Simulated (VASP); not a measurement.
# CdS (P6_3mc) in VASP: settings compared

The runs below take CdS through G0W0 quasiparticle levels, dielectric tensor, with PBE, r2SCAN.

All numbers are computed with VASP 6.6.1; they aren't measurements. Logs are shortened: lines on timing, memory, paths and dates and some standing lists are left out, and cuts for length are marked.

### 1 The cell of the first run

The structure is hexagonal, space group P6_3mc (No. 186). Conventional cell: a = 4.165 Å, b = 4.165 Å, c = 6.969 Å, α = 90.00°, β = 90.00°, γ = 120.00°. Cd (site symmetry 3m) has 4 S at 2.57 to 2.58 Å within 3.4 Å. Within 3.4 Å of S (site symmetry 3m) lie 4 Cd at 2.57 to 2.58 Å.

### 2 G0W0 quasiparticle levels, PBE

Input file POSCAR:

```
CdS
1.0
    4.1646012827      0.0000000000      0.0000000000
   -2.0823006414      3.6066505075      0.0000000000
    0.0000000000      0.0000000000      6.9689908047
Cd S
2 2
Direct
    0.3333333333      0.6666666667      0.0020941798
    0.6666666667      0.3333333333      0.5020941798
    0.3333333333      0.6666666667      0.3729058202
    0.6666666667      0.3333333333      0.8729058202
```

Input file INCAR.step1:

```
  PREC = Accurate
  ENCUT = 500
  EDIFF = 1E-8
  ISMEAR = 0
  SIGMA = 0.01
  LREAL = F
  LASPH = T
  NELM = 80
  ALGO = Normal
  LWAVE = T
  LCHARG = F
  GGA = PE
```

Input file INCAR.step2:

```
  PREC = Accurate
  ENCUT = 500
  EDIFF = 1E-8
  ISMEAR = 0
  SIGMA = 0.01
  LREAL = F
  LASPH = T
  NELM = 1
  ALGO = Exact
  LWAVE = T
  LCHARG = F
  GGA = PE
  NBANDS = 454
  LOPTICS = T
  ISTART = 1
```

Input file INCAR.step3:

```
  PREC = Accurate
  ENCUT = 500
  EDIFF = 1E-8
  ISMEAR = 0
  SIGMA = 0.01
  LREAL = F
  LASPH = T
  ALGO = EVGW0
  LWAVE = F
  LCHARG = F
  GGA = PE
  NELMGW = 1
  NBANDS = 454
  ENCUTGW = 150.0
  NOMEGA = 48
  PRECFOCK = Fast
  ISTART = 1
  NBANDSGW = 26
```

Input file KPOINTS:

```
regular mesh
0
Gamma
  6 6 2
```

Potentials or basis: VASP PAW PBE potentials, release 64 (Cd_GW, S_GW).

On the command line:

```sh
$ cat potpaw_PBE.64/Cd_GW/POTCAR potpaw_PBE.64/S_GW/POTCAR > POTCAR
$ cp INCAR.step1 INCAR
$ mpirun -np 1 vasp_std > vasp.out
$ cp INCAR.step2 INCAR
$ mpirun -np 1 vasp_std > vasp.out
$ cp INCAR.step3 INCAR
$ mpirun -np 1 vasp_std > vasp.out
```

OUTCAR:

```text
PREC = Accurate
   ENCUT = 500
   EDIFF = 1E-8
   ISMEAR = 0
   LREAL = F
   LASPH = T
   GGA = PE
   NELMGW = 1
   ENCUTGW = 150.0
   PRECFOCK = Fast
   ISTART = 1

 ion  position               nearest neighbor table
   1  0.333  0.667  0.002-   4 2.57   4 2.57   4 2.57   3 2.58
   2  0.667  0.333  0.502-   3 2.57   3 2.57   3 2.57   4 2.58
   3  0.333  0.667  0.373-   2 2.57   2 2.57   2 2.57   1 2.58
   4  0.667  0.333  0.873-   1 2.57   1 2.57   1 2.57   2 2.58

  LATTYP: Found a hexagonal cell.
 ALAT       =     4.1646012827
 C/A-ratio  =     1.6733872781

  Lattice vectors:

 A1 = (   4.1646012827,   0.0000000000,   0.0000000000)
 A2 = (  -2.0823006414,   3.6066505075,   0.0000000000)
 A3 = (   0.0000000000,   0.0000000000,   6.9689908047)

Analysis of symmetry for initial positions (statically):
=====================================================================
 Subroutine PRICEL returns:
 Original cell was already a primitive cell.

 Routine SETGRP: Setting up the symmetry group for a
 hexagonal supercell.

 Subroutine GETGRP returns: Found 12 space group operations
 (whereof  6 operations were pure point group operations)
 out of a pool of 24 trial point group operations.

The static configuration has the point symmetry C_3v.
 The point group associated with its full space group is C_6v.

Analysis of symmetry for dynamics (positions and initial velocities):
=====================================================================
 Subroutine PRICEL returns:
 Original cell was already a primitive cell.

 Routine SETGRP: Setting up the symmetry group for a
 hexagonal supercell.

 Subroutine GETGRP returns: Found 12 space group operations
 (whereof  6 operations were pure point group operations)
 out of a pool of 24 trial point group operations.

The dynamic configuration has the point symmetry C_3v.
 The point group associated with its full space group is C_6v.

 Subroutine INISYM returns: Found 12 space group operations
 (whereof  6 operations are pure point group operations),
 and found     1 'primitive' translations

----------------------------------------------------------------------------------------

                                     Primitive cell

  volume of cell :     104.6761

  direct lattice vectors                    reciprocal lattice vectors
     4.164601283  0.000000000  0.000000000     0.240119025  0.138632784  0.000000000
    -2.082300641  3.606650507  0.000000000     0.000000000  0.277265568  0.000000000
     0.000000000  0.000000000  6.968990805     0.000000000  0.000000000  0.143492799

  length of vectors
     4.164601283  4.164601283  6.968990805     0.277265568  0.277265568  0.143492799

  position of ions in fractional coordinates (direct lattice)
     0.333333333  0.666666667  0.002094180
     0.666666667  0.333333333  0.502094180
     0.333333333  0.666666667  0.372905820
     0.666666667  0.333333333  0.872905820

  ion indices of the primitive-cell ions
   primitive index   ion index
                 1           1
                 2           2
                 3           3
                 4           4

----------------------------------------------------------------------------------------

 KPOINTS: regular mesh

Automatic generation of k-mesh.
 Grid dimensions read from file:
 generate k-points for:    6    6    2

 Generating k-lattice:

  Cartesian coordinates                     Fractional coordinates (reciprocal lattice)
     0.040019838  0.023105464  0.000000000     0.166666667  0.000000000  0.000000000
     0.000000000  0.046210928  0.000000000     0.000000000  0.166666667  0.000000000
     0.000000000  0.000000000  0.071746400     0.000000000  0.000000000  0.500000000

  Length of vectors
     0.046210928  0.046210928  0.071746400

  Shift w.r.t. Gamma in fractional coordinates (k-lattice)
     0.000000000  0.000000000  0.000000000

 Subroutine IBZKPT returns following result:
 ===========================================

 Found     14 irreducible k-points:

 Following reciprocal coordinates:
            Coordinates               Weight
  0.000000  0.000000  0.000000      1.000000
  0.166667 -0.000000  0.000000      6.000000
  0.333333 -0.000000  0.000000      6.000000
  0.500000  0.000000  0.000000      3.000000
  0.166667  0.166667  0.000000      6.000000
  0.333333  0.166667  0.000000     12.000000
  0.333333  0.333333  0.000000      2.000000
  0.000000  0.000000  0.500000      1.000000
  0.166667 -0.000000  0.500000      6.000000
  0.333333 -0.000000  0.500000      6.000000
  0.500000  0.000000  0.500000      3.000000
  0.166667  0.166667  0.500000      6.000000
  0.333333  0.166667  0.500000     12.000000
  0.333333  0.333333  0.500000      2.000000
   k-points           NKPTS =     14   k-points in BZ     NKDIM =     72   number of bands    NBANDS=    454
   number of dos      NEDOS =    301   number of ions     NIONS =      4
   total plane-waves  NPLWV =  48600
   dimension x,y,z NGX =    30 NGY =   30 NGZ =   54
   dimension x,y,z NGXF=    60 NGYF=   60 NGZF=  108
   ions per type =               2   2
   NGX,Y,Z   is equivalent  to a cutoff of  11.98, 11.98, 12.88 a.u.
   NGXF,Y,Z  is equivalent  to a cutoff of  23.95, 23.95, 25.76 a.u.
 SYSTEM =  unknown system
   PREC   = accura    normal or accurate (medium, high low for compatibility)
   ISTART =      1    job   : 0-new  1-cont  2-samecut
   ICHARG =      0    charge: 1-file 2-atom 10-const
   ISPIN  =      1    spin polarized calculation?
   LNONCOLLINEAR =      F non collinear calculations
   LSORBIT =      F    spin-orbit coupling
   LASPH  =      T    aspherical Exc in radial PAW
   ENCUT  =  500.0 eV  36.75 Ry    6.06 a.u.   7.59  7.59 12.71*2*pi/ulx,y,z
   NELM   =     60;   NELMIN=  2; NELMDL=  0     # of ELM steps
   EDIFF  = 0.1E-07   stopping-criterion for ELM
   LREAL  =      F    real-space projection
   EDIFFG = 0.1E-06   stopping-criterion for IOM
   NSW    =      0    number of steps for IOM
   IBRION =     -1    ionic relax: 0-MD 1-quasi-New 2-CG
   NFREE  =      0    steps in history (QN), initial steepest desc. (CG)
   ISIF   =      0    stress and relaxation
   ISYM   =      3    0-nonsym 1-usesym 2-fastsym
   POTIM  = 0.5000    time-step for ionic-motion
   TEBEG  =    0.0;   TEEND  =   0.0 temperature during run
   PSTRESS=    0.0 pullay stress
   NELECT =      36.0000    total number of electrons
   NUPDOWN=      -1.0000    fix difference up-down
   EMIN   =  10.00;   EMAX   =-10.00  energy-range for DOS
   EFERMI =   0.00;   METHOD = LEGACY
   ISMEAR =     0;   SIGMA  =   0.01  broadening in eV -4-tet -1-fermi 0-gaus
   EFERMI_NEDOS =   21; number of points for ismear=-14 and -15
   IALGO  =     38    algorithm
   IMIX   =      4    mixing-type and parameters
     AMIX     =   0.40;   BMIX     =  1.00
     AMIX_MAG =   1.60;   BMIX_MAG =  1.00
  volume/ion in A,a.u.               =      26.17       176.60
  Fermi-wavevector in a.u.,A,eV,Ry     =   1.146991  2.167498 17.899655  1.315588
  Thomas-Fermi vector in A             =   2.283673
   LORBIT       =      0    0 simple, 1 ext, 2 COOP (PROOUT), +10 PAW based schemes
   GGA     = PE    functional components
   LHFCALC =     T    Hartree Fock is set to
   PRECFOCK=fast      Normal, Fast or Accurate (Low or Medium for compatibility)
   ENCUT4O =  -1.0   cutoff for four orbital integrals eV
   NKREDX  =     1    reduce k-point grid by
   NKREDY  =     1    reduce k-point grid by
   NKREDZ  =     1    reduce k-point grid by
   AEXX    =    1.0000 exact exchange contribution
   HFSCREEN=    0.0000 screening length (either q_TF or 0.3 A-1)
   HFSCREENC=   0.0000 screening length for correlation (either q_TF or 0.3 A-1)
   ENCUTFOCK=  -1.0 apply spherical cutoff to Coloumb kernel
   IVDW    =     0    specifies the selected vdW correction
   LEPSILON=     F    determine dielectric tensor
   LRPA    =     F    only Hartree local field effects (RPA)
   LRPAFORCE           =     F    calculate RPA forces
   ENCUTGW             = 150.0    cutoff for response function in eV
   ENCUTGWSOFT         = 120.0    soft cutoff for Coulomb kernel in GW response function in eV
   ENCUTLF             =  -1.0    cutoff for local field effects
   NELMGW              =     1    number of iterations in solving QP/BSE equation
   NELMHF              =     1    number of iterations in the inner HF iteration
   NKREDLFX            =     1    NKREDLFY  =   1   NKREDLFZ  =   1
 non-spin polarized calculation
 Gauss-broadening in eV      SIGMA  =   0.01
  energy-cutoff  :      500.00
  volume of cell :      104.68
 maximum number of plane-waves:      2714
  NGX = 18; NGY = 18; NGZ = 30
   NGX = 15   NGY = 15   NGZ = 25
 maximum number of plane-waves:       450
 NGX is ok and might be reduce to    18

 QP shifts <psi_nk| G(iteration)W_0 |psi_nk>: iteration 1
 for sc-GW calculations column KS-energies equals QP-energies in previous step
 and V_xc(KS)=  KS-energies - (<T + V_ion + V_H > + <T+V_H+V_ion>^1  + <V_x>^1)

 k-point   1 :       0.0000    0.0000    0.0000
  band No.  KS-energies  QP-energies   sigma(KS)   V_xc(KS)     V^pw_x(r,r')   Z            occupation Imag(sigma)

      1      -9.9164     -10.3656     -13.7219     -12.9915     -20.8526       0.6150       2.0000       0.9801
      2      -9.5466     -10.0537     -14.3172     -13.5118     -21.2908       0.6296       2.0000       0.9301
      3      -5.4042      -7.2968     -17.9057     -15.1783     -22.9290       0.6940       2.0000       0.2310
      4      -5.3864      -7.2756     -17.9426     -15.2179     -22.9711       0.6934       2.0000       0.2333
      5      -5.3864      -7.2756     -17.9426     -15.2179     -22.9711       0.6934       2.0000       0.2333
      6      -5.3136      -7.2255     -18.0245     -15.2773     -23.0285       0.6960       2.0000       0.2273
[... 18 lines left out ...]
     25       9.7417      10.0920      -9.4064      -9.8730      -4.7538       0.7507       0.0000      -0.1279
     26       9.7417      10.0920      -9.4064      -9.8730      -4.7538       0.7507       0.0000      -0.1279

 k-point   2 :       0.1667   -0.0000    0.0000
  band No.  KS-energies  QP-energies   sigma(KS)   V_xc(KS)     V^pw_x(r,r')   Z            occupation Imag(sigma)

      1      -9.8296     -10.2941     -13.8500     -13.1018     -20.9404       0.6207       2.0000       0.9684
      2      -9.5067     -10.0247     -14.3881     -13.5703     -21.3432       0.6334       2.0000       0.9221
      3      -5.3714      -7.2729     -17.9442     -15.2115     -22.9634       0.6958       2.0000       0.2301
      4      -5.3541      -7.2506     -17.9791     -15.2492     -23.0036       0.6947       2.0000       0.2333
      5      -5.3209      -7.2005     -17.8324     -15.1293     -22.8339       0.6954       2.0000       0.2365
      6      -5.2695      -7.1900     -18.0354     -15.2836     -23.0291       0.6979       2.0000       0.2270
[... 348 lines left out ...]
     25      10.5412      10.7904      -9.2028      -9.5372      -4.3707       0.7454       0.0000      -0.1742
     26      10.5412      10.7904      -9.2028      -9.5372      -4.3707       0.7454       0.0000      -0.1742

 k-point  14 :       0.3333    0.3333    0.5000
  band No.  KS-energies  QP-energies   sigma(KS)   V_xc(KS)     V^pw_x(r,r')   Z            occupation Imag(sigma)

      1      -9.4402      -9.9778     -14.5147     -13.6727     -21.4361       0.6384       2.0000       0.9075
      2      -9.4402      -9.9778     -14.5147     -13.6727     -21.4361       0.6384       2.0000       0.9075
      3      -5.2226      -7.1560     -18.0917     -15.3254     -23.0812       0.6989       2.0000       0.2266
      4      -5.2226      -7.1560     -18.0917     -15.3254     -23.0812       0.6989       2.0000       0.2266
      5      -5.2186      -7.1543     -18.0752     -15.3097     -23.0604       0.7000       2.0000       0.2231
      6      -5.2186      -7.1543     -18.0752     -15.3097     -23.0604       0.7000       2.0000       0.2231
[... 18 lines left out ...]
     25      11.3900      11.5478      -8.6352      -8.8436      -4.0124       0.7570       0.0000      -0.1723
     26      11.3900      11.5478      -8.6352      -8.8436      -4.0124       0.7570       0.0000      -0.1723
```

It took 85 min on 1 thread of AMD EPYC 9R45 (Zen 5), shared host; peak memory 2.5 GiB.

What came out:

```
Quasiparticle gap                                   : 1.85 eV
Least direct quasiparticle gap                      : 1.85 eV
Band gap of the starting levels on the mesh         : 1.04 eV
Least direct gap of the starting levels on the mesh : 1.04 eV
```

Caveat: the k points lie up to 0.45 Å⁻¹ apart; bands, screening cutoff and mesh are small and nothing is extrapolated, so the quasiparticle values aren't converged.

### 3 Dielectric tensor, r2SCAN (uniaxial z strain -1.0%)

Input file INCAR:

```
SYSTEM = CdS
ALGO = Normal
EDIFF = 1E-8
ENCUT = 520
ISIF = 2
ISMEAR = 0
LASPH = .TRUE.
LCALCEPS = .TRUE.
LCHARG = .FALSE.
LMIXTAU = .TRUE.
LREAL = .FALSE.
LWAVE = .FALSE.
METAGGA = R2SCAN
NELM = 100
PREC = Accurate
SIGMA = 0.01
```

Input file KPOINTS:

```
k-points
0
G
  6 6 4
  0 0 0
```

Input file POSCAR:

```
CdS
1.0
    4.1646012827      0.0000000000      0.0000000000
   -2.0823006414      3.6066505075      0.0000000000
    0.0000000000      0.0000000000      6.6983503851
Cd S
2 2
Direct
    0.3333333333      0.6666666667     -0.0021755764
    0.6666666667      0.3333333333      0.4978244236
    0.3333333333      0.6666666667      0.3771755764
    0.6666666667      0.3333333333      0.8771755764
```

Potentials or basis: VASP PAW PBE potentials, release 64 (Cd, S).

On the command line:

```sh
$ cat potpaw_PBE.64/Cd/POTCAR potpaw_PBE.64/S/POTCAR > POTCAR
$ mpirun -np 1 vasp_std > vasp.out
```

OUTCAR:

```text
SYSTEM = CdS
   EDIFF = 1E-8
   ENCUT = 520
   ISIF = 2
   ISMEAR = 0
   LASPH = .TRUE.
   LREAL = .FALSE.
   METAGGA = R2SCAN
   NELM = 100
   PREC = Accurate

 ion  position               nearest neighbor table
   1  0.333  0.667  0.998-   4 2.54   4 2.54   4 2.54   3 2.54
   2  0.667  0.333  0.498-   3 2.54   3 2.54   3 2.54   4 2.54
   3  0.333  0.667  0.377-   2 2.54   2 2.54   2 2.54   1 2.54
   4  0.667  0.333  0.877-   1 2.54   1 2.54   1 2.54   2 2.54

  LATTYP: Found a hexagonal cell.
 ALAT       =     4.1646012827
 C/A-ratio  =     1.6084013644

  Lattice vectors:

 A1 = (   4.1646012827,   0.0000000000,   0.0000000000)
 A2 = (  -2.0823006414,   3.6066505075,   0.0000000000)
 A3 = (   0.0000000000,   0.0000000000,   6.6983503851)

Analysis of symmetry for initial positions (statically):
=====================================================================
 Subroutine PRICEL returns:
 Original cell was already a primitive cell.

 Routine SETGRP: Setting up the symmetry group for a
 hexagonal supercell.

[... 808 lines left out ...]
  z     0.31583     0.31583    -0.64394    -0.00000     0.00000     0.00000

 BORN EFFECTIVE CHARGES (including local field effects) (in |e|, cummulative output)
 ---------------------------------------------------------------------------------
 ion    1
    1     2.14180    -0.00000     0.00000
    2    -0.00000     2.14180     0.00000
    3     0.00000     0.00000     2.20046
 ion    2
    1     2.14180    -0.00000     0.00000
    2    -0.00000     2.14180    -0.00000
    3    -0.00000     0.00000     2.20046
 ion    3
    1    -2.14180     0.00000     0.00000
    2     0.00000    -2.14180    -0.00000
    3    -0.00000     0.00000    -2.20046
 ion    4
    1    -2.14180     0.00000     0.00000
    2     0.00000    -2.14180     0.00000
    3     0.00000     0.00000    -2.20046

  FORCE on cell =-STRESS in cart. coord.  units (eV):
  Direction    XX          YY          ZZ          XY          YZ          ZX
  --------------------------------------------------------------------------------------
  -------------------------------------------------------------------------------------
  Total        0.4815652      0.4815652      0.7834819     -0.0000000      0.0000000      0.0000000
  in kB        7.6686741      7.6686741     12.4765408     -0.0000000      0.0000000      0.0000000
  external PRESSURE =       9.2712964 kB  Pullay stress =       0.0000000 kB

 VOLUME and BASIS-vectors are now :
 -----------------------------------------------------------------------------
  energy-cutoff  :      520.00
  volume of cell :      100.61
      direct lattice vectors                 reciprocal lattice vectors
     4.164601283  0.000000000  0.000000000     0.240119025  0.138632784  0.000000000
    -2.082300641  3.606650507  0.000000000     0.000000000  0.277265568  0.000000000
     0.000000000  0.000000000  6.698350385     0.000000000  0.000000000  0.149290488

 POSITION                                       TOTAL-FORCE (eV/Angst)
 -----------------------------------------------------------------------------------
     -0.00000      2.40443      6.68378         0.000000     -0.000000     -0.000944
      2.08230      1.20222      3.33460        -0.000000      0.000000     -0.000944
     -0.00000      2.40443      2.52645         0.000000     -0.000000      0.000944
      2.08230      1.20222      5.87563         0.000000     -0.000000      0.000944
 -----------------------------------------------------------------------------------
    total drift:                               -0.000000     -0.000000     -0.005904

  FREE ENERGIE OF THE ION-ELECTRON SYSTEM (eV)
  ---------------------------------------------------
  free  energy   TOTEN  =       -59.3097678496 eV

  energy  without entropy=      -59.3097678496  energy(sigma->0) =      -59.30976785
```

Run time: 2.2 h. Hardware: 1 thread of Oxide Virtual Turin-like, shared host; peak memory 0.74 GiB.

Results:

* Band gap on the k mesh: 1.67 eV
* Electronic dielectric tensor (diagonal): 5.31, 5.31, 5.38
* Born charges (mean of the diagonal): Cd +2.16; S -2.16 e

Levels at points of the mesh, in eV from the valence-band top:
```tsv
k point	band 14	band 15	band 16	band 17	band 18	band 19	band 20	band 21	band 22
(0.00, 0.00, 0.00)	-0.77	-0.77	-0.01	0.00	0.00	1.67	3.17	6.95	6.95
(0.50, 0.00, 0.00)	-3.48	-2.62	-1.90	-1.26	-0.76	4.20	4.21	5.48	6.94
(0.00, 0.00, 0.50)	-2.38	-0.40	-0.40	-0.40	-0.40	3.28	3.28	6.67	6.67
(0.50, 0.00, 0.50)	-4.12	-1.36	-1.36	-1.28	-1.28	3.91	3.91	5.81	5.81
```

Electronic dielectric tensor:
```
5.31 0.00 0.00
0.00 5.31 0.00
0.00 0.00 5.38
```

Born effective charge tensors (e):
atom 1, Cd
```
2.14 0.00 0.00
0.00 2.14 0.00
0.00 0.00 2.20
```
atom 2, Cd
```
2.14 0.00 0.00
0.00 2.14 0.00
0.00 0.00 2.20
```
atom 3, S
```
-2.14  0.00  0.00
 0.00 -2.14  0.00
 0.00  0.00 -2.20
```
atom 4, S
```
-2.14  0.00  0.00
 0.00 -2.14  0.00
 0.00  0.00 -2.20
```

Dipole moments of the cell (e·Å, modulo the quantum): ionic 0.000, 0.000, 50.063; electronic 0.000, 0.000, -6.600

Caveat: the cell differs from its parent crystal (uniaxial z strain -1.0%); the PAW data sets were made with another functional, which shifts forces and pressure a little.
